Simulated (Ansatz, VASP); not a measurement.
**SrTiO3 in VASP and in Ansatz**

The input INCAR:

```
SYSTEM = SrTiO3
ALGO     = Normal         ! electronic algorithm
EDIFF    = 1E-7           ! SCF threshold, eV
ENCUT    = 520            ! plane-wave cutoff, eV
GGA      = PE             ! functional
ISIF     = 2              ! what is computed and relaxed
ISMEAR   = 0              ! smearing method
LASPH    = .True.         ! aspherical terms in the spheres
LCHARG   = .False.        ! write CHGCAR
LREAL    = .False.        ! projectors in reciprocal space
LWAVE    = .False.        ! write WAVECAR
NBANDS   = 28             ! bands
NELM     = 80             ! most SCF steps
PREC     = Accurate       ! precision mode
SIGMA    = 0.05           ! smearing width, eV
```

The input KPOINTS:

```
k-points
0
Gamma
  8 8 8
  0 0 0
```

POSCAR

```
SrTiO3
1.0
    3.9364094381      0.0000000000      0.0000000000
    0.0000000000      3.9364094381      0.0000000000
    0.0000000000      0.0000000000      3.9364094381
Sr Ti O
1 1 3
Direct
    0.0027341017      0.0000000000      0.0000000000
    0.5129076915      0.5000000000      0.5000000000
   -0.0195101656      0.5000000000      0.5000000000
    0.4829592060      0.0000000000      0.5000000000
    0.4829592060      0.5000000000      0.0000000000
```

Input for Ansatz:

```yaml
crystal:
  lattice:
    - [3.9364094381, 0.0, 0.0]
    - [0.0, 3.9364094381, 0.0]
    - [0.0, 0.0, 3.9364094381]
  atoms:
    - { symbol: Sr, position: [0.0027341017, 0.0, 0.0] }
    - { symbol: Ti, position: [0.5129076915, 0.5, 0.5] }
    - { symbol: O, position: [-0.0195101656, 0.5, 0.5] }
    - { symbol: O, position: [0.482959206, 0.0, 0.5] }
    - { symbol: O, position: [0.482959206, 0.5, 0.0] }
basis:
  ecutwfc: 520.0
kpoints:
  mp_grid: { grid: [8, 8, 8] }
hamiltonian:
  xc: pbe
  pseudopotentials: { kind: paw, azcp: { folder: soft_1 } }
scf:
  occupations: { method: gaussian, width: 0.05 }
output:
  forces: true
  stress: true
  eigenvalues: true
  write_density: true
  write_potential: true
  elf: true
  volumetric_format: npy
```

Change from the starting cell: mode 1 frozen in at -0.077 Å and mode 7 at +0.000 Å (largest displacements).

Alike in both runs: task single point; functional PBE; k mesh 8 × 8 × 8; occupations gaussian, width 0.05 eV; no spin polarisation.

```csv
,VASP,Ansatz
version,VASP 6.6.1,Ansatz 0.2.0
potentials or method,"VASP PAW PBE potentials, release 64 (Sr_sv, Ti_sv, O), cutoff 520 eV","scalar-relativistic, plane waves, PAW"
valence electrons in the cell,40,40
```

```csv
,VASP,Ansatz,Ansatz less VASP
gap on the k mesh at the Fermi level (eV),1.85,1.89,+0.035
least direct gap on the mesh (eV),2.38,2.40,+0.020
pressure (GPa),1.7,1.1,-0.61
"traceless stress, the component that is largest in VASP (GPa)",1.86,1.80,-0.056
rms of the force components (eV/Å),0.103,0.083,-0.0195
```

Atom by atom the forces differ by 0.021 eV/Å (rms over components).
